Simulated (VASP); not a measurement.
Wanted: the native input for a VASP 6.6.1 run.

```
Task                   : relaxation of shape and atoms at fixed volume
Functional             : PBE
Potentials or basis    : VASP PAW PBE potentials, release 64 (Au)
Cutoff                 : 600 eV
k mesh                 : 9 × 9 × 12
Occupations            : fermi-dirac, width 0.08 eV
Spin                   : no spin polarisation
Dipole correction      : no
Further INCAR settings : ALGO = Normal; EDIFF = 1e-06; IBRION = 2; EDIFFG = -0.005; NSW = 50; ISIF = 4
```

The structure of Au lies in POSCAR:

```
Au
1.0
    4.0120561340      0.0000000000      0.0000000000
   -2.0060280670      3.4745425335      0.0000000000
    0.0000000000      0.0000000000      2.3680650684
Au
3
Direct
    0.0000000000      0.0000000000      0.0000000000
    0.3333333333      0.6666666667      0.5000000000
    0.6666666667      0.3333333333      0.5000000000
```

This isn't the form of Au at room conditions, which is fcc.

These files were run (other wordings do the same):

INCAR

```
SYSTEM = Au
PREC = Accurate ; ENCUT = 600
EDIFF = 1E-6 ; ISMEAR = -1
SIGMA = 0.08 ; LREAL = .FALSE.
LASPH = .TRUE. ; NELM = 100
ALGO = Normal ; ISIF = 4
LWAVE = .FALSE. ; LCHARG = .FALSE.
GGA = PE ; IBRION = 2
NSW = 50 ; EDIFFG = -0.005
```

KPOINTS

```
regular mesh
0
G
  9 9 12
  0 0 0
```

Potentials or basis: VASP PAW PBE potentials, release 64 (Au).

Launch:

```console
$ cat potpaw_PBE.64/Au/POTCAR > POTCAR
$ mpirun -np 1 vasp_std > vasp.out
```

Results of the run:

| Quantity | Value |
| --- | --- |
| Energy gained by relaxing | 2.5 meV/atom |
| Ionic steps | 4 |
| Pressure after relaxing | 286.5 GPa |
| Band gap on the k mesh | zero (an odd number of electrons rules out a gap without spin polarisation) |

Caveat: spin-orbit coupling is left out, which moves the levels of the heavy elements.

Run time: 67 s on 1 thread of Intel(R) Xeon(R) Platinum 8488C (Sapphire Rapids), on a shared host, peak memory 0.19 GiB.
